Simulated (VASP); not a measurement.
# CdInC4N4 (P-43m) in VASP: notebook

CdInC4N4 is run at these levels: PBE; tasks: single point, relaxation of cell and atoms.

Program: VASP 6.6.1. These are calculated values, not measurements. Logs are shortened: lines on timing, memory, paths and dates and some standing lists are left out, and cuts for length are marked.

## Step 1: The cell of the first run

The structure is cubic, space group P-43m (No. 215). The conventional cell has a = 6.381 Å, b = 6.381 Å, c = 6.381 Å, α = 90.00°, β = 90.00°, γ = 90.00°. Within 2.9 Å of Cd (site symmetry -43m) lie 4 N at 2.19 Å. Within 2.9 Å of In (site symmetry -43m) lie 4 C at 2.17 Å. C (site symmetry 3m) has 1 N at 1.17 Å within 1.6 Å. N (site symmetry 3m) has 1 C at 1.17 Å within 1.6 Å.

## Step 2: Single point, PBE

INCAR

```
SYSTEM = CdInC4N4
PREC = Accurate
ENCUT = 520
EDIFF = 1E-6
ISMEAR = 0
SIGMA = 0.1
LREAL = .FALSE.
LASPH = .TRUE.
NELM = 60
ALGO = Normal
ISIF = 2
LWAVE = .FALSE.
LCHARG = .FALSE.
GGA = PE
NBANDS = 42
```

KPOINTS

```
Automatic mesh
0
G
  4 4 4
  0 0 0
```

POSCAR

```
CdInC4N4
1.0
    6.3810167820      0.0000000000      0.0000000000
    0.0000000000      6.3810167820      0.0000000000
    0.0000000000      0.0000000000      6.3810167820
Cd In C N
1 1 4 4
Direct
    0.5000000000      0.5000000000      0.5000000000
    0.0000000000      0.0000000000      0.0000000000
    0.1960776997      0.1960776997      0.1960776997
    0.1960776997      0.8039223003      0.8039223003
    0.8039223003      0.1960776997      0.8039223003
    0.8039223003      0.8039223003      0.1960776997
    0.3021009543      0.3021009543      0.3021009543
    0.3021009543      0.6978990457      0.6978990457
    0.6978990457      0.3021009543      0.6978990457
    0.6978990457      0.6978990457      0.3021009543
```

Potentials or basis: VASP PAW PBE potentials, release 64 (Cd, In_d, C, N).

Launch:

```bash
> cat potpaw_PBE.64/Cd/POTCAR potpaw_PBE.64/In_d/POTCAR potpaw_PBE.64/C/POTCAR potpaw_PBE.64/N/POTCAR > POTCAR
> mpirun -np 1 vasp_std > vasp.out
```

OUTCAR:

```text
SYSTEM = CdInC4N4
   PREC = Accurate
   ENCUT = 520
   EDIFF = 1E-6
   ISMEAR = 0
   LREAL = .FALSE.
   LASPH = .TRUE.
   NELM = 60
   ISIF = 2
   GGA = PE

 ion  position               nearest neighbor table
   1  0.500  0.500  0.500-   7 2.19   8 2.19   9 2.19  10 2.19
   2  0.000  0.000  0.000-   3 2.17   4 2.17   5 2.17   6 2.17
   3  0.196  0.196  0.196-   7 1.17   2 2.17
   4  0.196  0.804  0.804-   8 1.17   2 2.17
   5  0.804  0.196  0.804-   9 1.17   2 2.17
   6  0.804  0.804  0.196-  10 1.17   2 2.17
   7  0.302  0.302  0.302-   3 1.17   1 2.19
   8  0.302  0.698  0.698-   4 1.17   1 2.19
   9  0.698  0.302  0.698-   5 1.17   1 2.19
  10  0.698  0.698  0.302-   6 1.17   1 2.19

  LATTYP: Found a simple cubic cell.
 ALAT       =     6.3810167820

  Lattice vectors:

 A1 = (   6.3810167820,   0.0000000000,   0.0000000000)
 A2 = (   0.0000000000,   6.3810167820,   0.0000000000)
 A3 = (   0.0000000000,   0.0000000000,   6.3810167820)

Analysis of symmetry for initial positions (statically):
=====================================================================
 Subroutine PRICEL returns:
 Original cell was already a primitive cell.

 Routine SETGRP: Setting up the symmetry group for a
 simple cubic supercell.

 Subroutine GETGRP returns: Found 24 space group operations
 (whereof 24 operations were pure point group operations)
 out of a pool of 48 trial point group operations.

The static configuration has the point symmetry T_d .

Analysis of symmetry for dynamics (positions and initial velocities):
=====================================================================
 Subroutine PRICEL returns:
 Original cell was already a primitive cell.

 Routine SETGRP: Setting up the symmetry group for a
 simple cubic supercell.

 Subroutine GETGRP returns: Found 24 space group operations
 (whereof 24 operations were pure point group operations)
 out of a pool of 48 trial point group operations.

The dynamic configuration has the point symmetry T_d .

 Subroutine INISYM returns: Found 24 space group operations
 (whereof 24 operations are pure point group operations),
 and found     1 'primitive' translations

[... 96 lines left out ...]
   LREAL  =      F    real-space projection
   EDIFFG = 0.1E-04   stopping-criterion for IOM
   NSW    =      0    number of steps for IOM
   IBRION =     -1    ionic relax: 0-MD 1-quasi-New 2-CG
   NFREE  =      0    steps in history (QN), initial steepest desc. (CG)
   ISIF   =      2    stress and relaxation
   ISYM   =      2    0-nonsym 1-usesym 2-fastsym
   POTIM  = 0.5000    time-step for ionic-motion
   TEBEG  =    0.0;   TEEND  =   0.0 temperature during run
   PSTRESS=    0.0 pullay stress
   NELECT =      61.0000    total number of electrons
   NUPDOWN=      -1.0000    fix difference up-down
   EMIN   =  10.00;   EMAX   =-10.00  energy-range for DOS
   EFERMI =   0.00;   METHOD = LEGACY
   ISMEAR =     0;   SIGMA  =   0.10  broadening in eV -4-tet -1-fermi 0-gaus
   EFERMI_NEDOS =   21; number of points for ismear=-14 and -15
   IALGO  =     38    algorithm
   IMIX   =      4    mixing-type and parameters
     AMIX     =   0.40;   BMIX     =  1.00
     AMIX_MAG =   1.60;   BMIX_MAG =  1.00
  volume/ion in A,a.u.               =      25.98       175.33
  Fermi-wavevector in a.u.,A,eV,Ry     =   1.009938  1.908507 13.877610  1.019976
  Thomas-Fermi vector in A             =   2.142897
   LORBIT       =      0    0 simple, 1 ext, 2 COOP (PROOUT), +10 PAW based schemes
   GGA     = PE    functional components
   LHFCALC =     F    Hartree Fock is set to
   AEXX    =    0.0000 exact exchange contribution
   IVDW    =     0    specifies the selected vdW correction
   LEPSILON=     F    determine dielectric tensor
   LRPA    =     F    only Hartree local field effects (RPA)
 non-spin polarized calculation
 Gauss-broadening in eV      SIGMA  =   0.10
  energy-cutoff  :      520.00
  volume of cell :      259.82
 maximum number of plane-waves:      7088
 NGX is ok and might be reduce to    48
   NGX = 23   NGY = 23   NGZ = 23

 number of electron      61.0000007 magnetization

 Free energy of the ion-electron system (eV)
  ---------------------------------------------------
  ext. energy  EPLUGINS =         0.00000000
  ---------------------------------------------------
  free energy    TOTEN  =       -67.55306917 eV

  energy without entropy =      -67.49049270  energy(sigma->0) =      -67.52178093

 E-fermi :   1.7609     XC(G=0):  -6.5471

 val. band max:        1.7595708814   @ k =   0.2500   0.0000   0.0000
 cond. band min:       1.8037869920   @ k =   0.5000   0.0000   0.0000
 fundamental gap:      0.0442161106
 Fermi energy:         1.7608811411

 k-point     1 :       0.0000    0.0000    0.0000
  band No.  band energies     occupation
      1     -18.9236      2.00000
      2     -18.8717      2.00000
      3     -18.8717      2.00000
      4     -18.8717      2.00000
      5     -15.6447      2.00000
      6     -15.6447      2.00000
[... 439 lines left out ...]
     41       4.7272      0.00000
     42       4.7272      0.00000

------------------------ aborting loop because EDIFF is reached ----------------------------------------

  FORCE on cell =-STRESS in cart. coord.  units (eV):
  Direction    XX          YY          ZZ          XY          YZ          ZX
  --------------------------------------------------------------------------------------
  -------------------------------------------------------------------------------------
  Total        0.8123395      0.8123395      0.8123395     -0.0000000      0.0000000     -0.0000000
  in kB        5.0093169      5.0093169      5.0093169     -0.0000000      0.0000000     -0.0000000
  external PRESSURE =       5.0093169 kB  Pullay stress =       0.0000000 kB

 VOLUME and BASIS-vectors are now :
 -----------------------------------------------------------------------------
  energy-cutoff  :      520.00
  volume of cell :      259.82
      direct lattice vectors                 reciprocal lattice vectors
     6.381016782  0.000000000  0.000000000     0.156714836  0.000000000  0.000000000
     0.000000000  6.381016782  0.000000000     0.000000000  0.156714836  0.000000000
     0.000000000  0.000000000  6.381016782     0.000000000  0.000000000  0.156714836

 POSITION                                       TOTAL-FORCE (eV/Angst)
 -----------------------------------------------------------------------------------
      3.19051      3.19051      3.19051        -0.000000     -0.000000     -0.000000
      0.00000      0.00000      0.00000         0.000000     -0.000000     -0.000000
      1.25118      1.25118      1.25118        -0.215030     -0.215030     -0.215030
      1.25118      5.12984      5.12984        -0.215030      0.215030      0.215030
      5.12984      1.25118      5.12984         0.215030     -0.215030      0.215030
      5.12984      5.12984      1.25118         0.215030      0.215030     -0.215030
      1.92771      1.92771      1.92771         0.175658      0.175658      0.175658
      1.92771      4.45331      4.45331         0.175658     -0.175658     -0.175658
      4.45331      1.92771      4.45331        -0.175658      0.175658     -0.175658
      4.45331      4.45331      1.92771        -0.175658     -0.175658      0.175658
 -----------------------------------------------------------------------------------
    total drift:                               -0.000000     -0.000000     -0.000000

  FREE ENERGIE OF THE ION-ELECTRON SYSTEM (eV)
  ---------------------------------------------------
  free  energy   TOTEN  =       -67.5530691672 eV

  energy  without entropy=      -67.4904926954  energy(sigma->0) =      -67.52178093
```

OSZICAR:

```text
N       E                     dE             d eps       ncg     rms          rms(c)
DAV:   1     0.521455864210E+03    0.52146E+03   -0.26829E+04   840   0.131E+03
DAV:   2    -0.550815112450E+01   -0.52696E+03   -0.50329E+03  1028   0.344E+02
DAV:   3    -0.732949447153E+02   -0.67787E+02   -0.66653E+02  1034   0.134E+02
DAV:   4    -0.769006627686E+02   -0.36057E+01   -0.35254E+01  1104   0.369E+01
DAV:   5    -0.770197756231E+02   -0.11911E+00   -0.11820E+00  1168   0.586E+00    0.193E+01
DAV:   6    -0.682225246312E+02    0.87973E+01   -0.17799E+01  1268   0.397E+01    0.116E+01
DAV:   7    -0.675556654395E+02    0.66686E+00   -0.63751E+00   996   0.139E+01    0.726E+00
DAV:   8    -0.675575527418E+02   -0.18873E-02   -0.63971E-01  1080   0.529E+00    0.233E+00
DAV:   9    -0.675515834752E+02    0.59693E-02   -0.29096E-02  1204   0.113E+00    0.831E-01
DAV:  10    -0.675524372160E+02   -0.85374E-03   -0.64364E-03  1056   0.494E-01    0.196E-01
DAV:  11    -0.675528052368E+02   -0.36802E-03   -0.16623E-03  1172   0.347E-01    0.125E-01
DAV:  12    -0.675530381976E+02   -0.23296E-03   -0.41334E-04  1048   0.158E-01    0.577E-02
DAV:  13    -0.675530626371E+02   -0.24439E-04   -0.41423E-05  1008   0.394E-02    0.177E-02
DAV:  14    -0.675530685733E+02   -0.59362E-05   -0.13190E-05   924   0.186E-02    0.675E-03
DAV:  15    -0.675530691672E+02   -0.59387E-06   -0.17648E-06   836   0.771E-03
   1 F= -.67553069E+02 E0= -.67521781E+02  d E =-.625765E-01
```

stdout:

```text
POSCAR found type information on POSCAR CdInC N
 POSCAR found :  4 types and      10 ions
 scaLAPACK will be used
 LDA part: xc-table for (Slater+PW92), standard interpolation
 POSCAR, INCAR and KPOINTS ok, starting setup
 FFT: planning ... GRIDC
 FFT: planning ... GRID_SOFT
 FFT: planning ... GRID
 WAVECAR not read
 entering main loop
```

Run time: 3.6 min. Hardware: 1 thread of Intel Xeon 8259CL, shared host; peak memory 0.38 GiB.

Results:

```
Free energy            : -67.5531 eV
Pressure               : 0.5 GPa
Largest force          : 0.372 eV/Å
Band gap on the k mesh : zero (an odd number of electrons rules out a gap without spin polarisation)
```

Forces in eV/Å, atoms in the order of the input:
```
Cd   0.000  0.000  0.000
In   0.000  0.000  0.000
C   -0.215 -0.215 -0.215
C   -0.215  0.215  0.215
C    0.215 -0.215  0.215
C    0.215  0.215 -0.215
N    0.176  0.176  0.176
N    0.176 -0.176 -0.176
N   -0.176  0.176 -0.176
N   -0.176 -0.176  0.176
```

Caveat: spin-orbit coupling is left out, which moves the levels of the heavy elements.

## Step 3: Single point, PBE

This run uses another cell than the first one, of 22.51 Å³/atom.

INCAR

```
SYSTEM = CdInC4N4
  PREC = Accurate
  ENCUT = 520
  EDIFF = 1E-7
  ISMEAR = 0
  SIGMA = 0.1
  LREAL = .False.
  LASPH = .True.
  NELM = 80
  ALGO = Normal
  ISIF = 2
  LWAVE = .False.
  LCHARG = .True.
  GGA = PE
  LELF = .True.
  LVHAR = .True.
  NBANDS = 42
```

KPOINTS

```
Automatic mesh
0
Gamma
  4 4 4
  0 0 0
```

POSCAR

```
CdInC4N4
1.0
    6.0835397900      0.0000000000      0.0000000000
    0.0000000000      6.0835397900      0.0000000000
    0.0000000000      0.0000000000      6.0835397900
Cd In C N
1 1 4 4
Direct
    0.5000000000      0.5000000000      0.5000000000
    0.0000000000      0.0000000000      0.0000000000
    0.1899022500      0.1899022500      0.1899022500
    0.1899022500      0.8100977500      0.8100977500
    0.8100977500      0.1899022500      0.8100977500
    0.8100977500      0.8100977500      0.1899022500
    0.3009395500      0.3009395500      0.3009395500
    0.3009395500      0.6990604500      0.6990604500
    0.6990604500      0.3009395500      0.6990604500
    0.6990604500      0.6990604500      0.3009395500
```

Potentials or basis: VASP PAW PBE potentials, release 64 (Cd, In_d, C, N).

Launch:

```bash
> cat potpaw_PBE.64/Cd/POTCAR potpaw_PBE.64/In_d/POTCAR potpaw_PBE.64/C/POTCAR potpaw_PBE.64/N/POTCAR > POTCAR
> mpirun -np 1 vasp_std > vasp.out
```

OUTCAR:

```text
SYSTEM = CdInC4N4
   PREC = Accurate
   ENCUT = 520
   EDIFF = 1E-7
   ISMEAR = 0
   LREAL = .False.
   LASPH = .True.
   NELM = 80
   ISIF = 2
   GGA = PE

 ion  position               nearest neighbor table
   1  0.500  0.500  0.500-   7 2.10   8 2.10   9 2.10  10 2.10
   2  0.000  0.000  0.000-   3 2.00   4 2.00   5 2.00   6 2.00
   3  0.190  0.190  0.190-   7 1.17   2 2.00
   4  0.190  0.810  0.810-   8 1.17   2 2.00
   5  0.810  0.190  0.810-   9 1.17   2 2.00
   6  0.810  0.810  0.190-  10 1.17   2 2.00
   7  0.301  0.301  0.301-   3 1.17   1 2.10
   8  0.301  0.699  0.699-   4 1.17   1 2.10
   9  0.699  0.301  0.699-   5 1.17   1 2.10
  10  0.699  0.699  0.301-   6 1.17   1 2.10

  LATTYP: Found a simple cubic cell.
 ALAT       =     6.0835397900

  Lattice vectors:

 A1 = (   6.0835397900,   0.0000000000,   0.0000000000)
 A2 = (   0.0000000000,   6.0835397900,   0.0000000000)
 A3 = (   0.0000000000,   0.0000000000,   6.0835397900)

Analysis of symmetry for initial positions (statically):
[... 184 lines left out ...]
      1     -18.4350      2.00000
      2     -18.3531      2.00000
      3     -18.3531      2.00000
      4     -18.3531      2.00000
      5     -15.1396      2.00000
      6     -15.1396      2.00000
[... 439 lines left out ...]
     41       5.7995      0.00000
     42       5.7995      0.00000

------------------------ aborting loop because EDIFF is reached ----------------------------------------

  FORCE on cell =-STRESS in cart. coord.  units (eV):
  Direction    XX          YY          ZZ          XY          YZ          ZX
  --------------------------------------------------------------------------------------
  -------------------------------------------------------------------------------------
  Total       11.6142447     11.6142447     11.6142447     -0.0000000     -0.0000000      0.0000000
  in kB       82.6480278     82.6480278     82.6480278     -0.0000000     -0.0000000      0.0000000
  external PRESSURE =      82.6480278 kB  Pullay stress =       0.0000000 kB

 VOLUME and BASIS-vectors are now :
 -----------------------------------------------------------------------------
  energy-cutoff  :      520.00
  volume of cell :      225.15
      direct lattice vectors                 reciprocal lattice vectors
     6.083539790  0.000000000  0.000000000     0.164377983  0.000000000  0.000000000
     0.000000000  6.083539790  0.000000000     0.000000000  0.164377983  0.000000000
     0.000000000  0.000000000  6.083539790     0.000000000  0.000000000  0.164377983

 POSITION                                       TOTAL-FORCE (eV/Angst)
 -----------------------------------------------------------------------------------
      3.04177      3.04177      3.04177        -0.000000      0.000000      0.000000
      0.00000      0.00000      0.00000        -0.000000      0.000000      0.000000
      1.15528      1.15528      1.15528         1.235542      1.235542      1.235542
      1.15528      4.92826      4.92826         1.235542     -1.235542     -1.235542
      4.92826      1.15528      4.92826        -1.235542      1.235542     -1.235542
      4.92826      4.92826      1.15528        -1.235542     -1.235542      1.235542
      1.83078      1.83078      1.83078        -0.242234     -0.242234     -0.242234
      1.83078      4.25276      4.25276        -0.242234      0.242234      0.242234
      4.25276      1.83078      4.25276         0.242234     -0.242234      0.242234
      4.25276      4.25276      1.83078         0.242234      0.242234     -0.242234
 -----------------------------------------------------------------------------------
    total drift:                                0.000000      0.000000     -0.000000

  FREE ENERGIE OF THE ION-ELECTRON SYSTEM (eV)
  ---------------------------------------------------
  free  energy   TOTEN  =       -66.5042965219 eV

  energy  without entropy=      -66.4475802777  energy(sigma->0) =      -66.47593840
```

stdout:

```text
POSCAR found type information on POSCAR CdInC N
 POSCAR found :  4 types and      10 ions
 scaLAPACK will be used
 LDA part: xc-table for (Slater+PW92), standard interpolation
 POSCAR, INCAR and KPOINTS ok, starting setup
 FFT: planning ... GRIDC
 FFT: planning ... GRID_SOFT
 FFT: planning ... GRID
 WAVECAR not read
 entering main loop
```

Run time: 3.7 min. Hardware: 1 thread of Intel Xeon 8259CL, shared host; peak memory 0.38 GiB.

Results:

```yaml
Free_energy: -66.5043 eV
Pressure: 8.3 GPa
Largest_force: 2.140 eV/Å
Band_gap_on_the_k_mesh: zero (an odd number of electrons rules out a gap without spin polarisation)
```

Forces on the atoms (eV/Å):
```
Cd   0.000  0.000  0.000
In   0.000  0.000  0.000
C    1.236  1.236  1.236
C    1.236 -1.236 -1.236
C   -1.236  1.236 -1.236
C   -1.236 -1.236  1.236
N   -0.242 -0.242 -0.242
N   -0.242  0.242  0.242
N    0.242 -0.242  0.242
N    0.242  0.242 -0.242
```

Levels at points of the mesh, in eV from the Fermi level:
```tsv
k point	band 27	band 28	band 29	band 30	band 31	band 32	band 33	band 34
(0.00, 0.00, 0.00)	-6.74	-6.55	-6.55	-6.55	-0.05	-0.05	-0.05	0.79
(0.50, 0.00, 0.00)	-6.53	-6.46	-6.02	-6.02	0.03	0.03	0.24	0.57
(0.50, 0.50, 0.00)	-6.58	-6.52	-6.03	-6.03	0.21	0.33	0.33	0.49
(0.50, 0.50, 0.50)	-6.64	-6.64	-6.54	-6.54	0.35	0.35	0.35	0.87
```

Caveat: the cell stands under pressure; spin-orbit coupling is left out, which moves the levels of the heavy elements; forces of over 1 eV/Å act on the atoms, so gaps and moduli don't describe the material at rest.

## Step 4: Single point, PBE

This run uses another cell than the first one, of 26.04 Å³/atom.

INCAR

```
PREC     = Accurate       # precision mode
ENCUT    = 520            # plane-wave cutoff, eV
EDIFF    = 1E-6           # SCF threshold, eV
ISMEAR   = 0              # smearing method
SIGMA    = 0.1            # smearing width, eV
LREAL    = False          # projectors in reciprocal space
LASPH    = True           # aspherical terms in the spheres
NELM     = 80             # most SCF steps
ALGO     = Normal         # electronic algorithm
ISIF     = 2              # what is computed and relaxed
LWAVE    = False          # write WAVECAR
LCHARG   = False          # write CHGCAR
GGA      = PE             # functional
NBANDS   = 42             # bands
```

KPOINTS

```
regular mesh
0
Gamma
  6 6 6
```

POSCAR

```
CdInC4N4
1.0
    6.3860742812      0.0000000000      0.0000000000
    0.0000000000      6.3860742812      0.0000000000
    0.0000000000      0.0000000000      6.3860742812
Cd In C N
1 1 4 4
Direct
    0.5000000000      0.5000000000      0.5000000000
    0.0000000000      0.0000000000      0.0000000000
    0.1961180284      0.1961180284      0.1961180284
    0.1961180284      0.8038819716      0.8038819716
    0.8038819716      0.1961180284      0.8038819716
    0.8038819716      0.8038819716      0.1961180284
    0.3020703423      0.3020703423      0.3020703423
    0.3020703423      0.6979296577      0.6979296577
    0.6979296577      0.3020703423      0.6979296577
    0.6979296577      0.6979296577      0.3020703423
```

Launch:

```bash
> cat potpaw_PBE.64/Cd/POTCAR potpaw_PBE.64/In_d/POTCAR potpaw_PBE.64/C/POTCAR potpaw_PBE.64/N/POTCAR > POTCAR
> mpirun -np 1 vasp_std > vasp.out
```

Wall time 6 min (1 thread of Intel Xeon 8259CL, shared host); peak memory 0.45 GiB.

The run converged. Its results:

| Item | Value |
| --- | --- |
| Free energy | -67.5547 eV |
| Pressure | 0.4 GPa |
| Largest force | 0.381 eV/Å |
| Band gap on the k mesh | zero (an odd number of electrons rules out a gap without spin polarisation) |

Forces on the atoms (eV/Å):
```
Cd   0.000  0.000  0.000
In   0.000  0.000  0.000
C   -0.220 -0.220 -0.220
C   -0.220  0.220  0.220
C    0.220 -0.220  0.220
C    0.220  0.220 -0.220
N    0.177  0.177  0.177
N    0.177 -0.177 -0.177
N   -0.177  0.177 -0.177
N   -0.177 -0.177  0.177
```

Levels at points of the mesh, in eV from the Fermi level:
```
           k point  band 28  band 29  band 30  band 31  band 32  band 33
(0.00, 0.00, 0.00)    -6.57    -6.57    -6.57    -0.04    -0.04    -0.04
(0.50, 0.00, 0.00)    -6.52    -6.19    -6.19     0.04     0.04     0.21
(0.50, 0.50, 0.00)    -6.50    -6.20    -6.20     0.14     0.30     0.30
(0.50, 0.50, 0.50)    -6.56    -6.52    -6.52     0.30     0.30     0.30
```

Caveat: spin-orbit coupling is left out, which moves the levels of the heavy elements.

[end of part 1 of 2]

The gap in the log of VASP goes by the Fermi energy; the results here count the filled bands.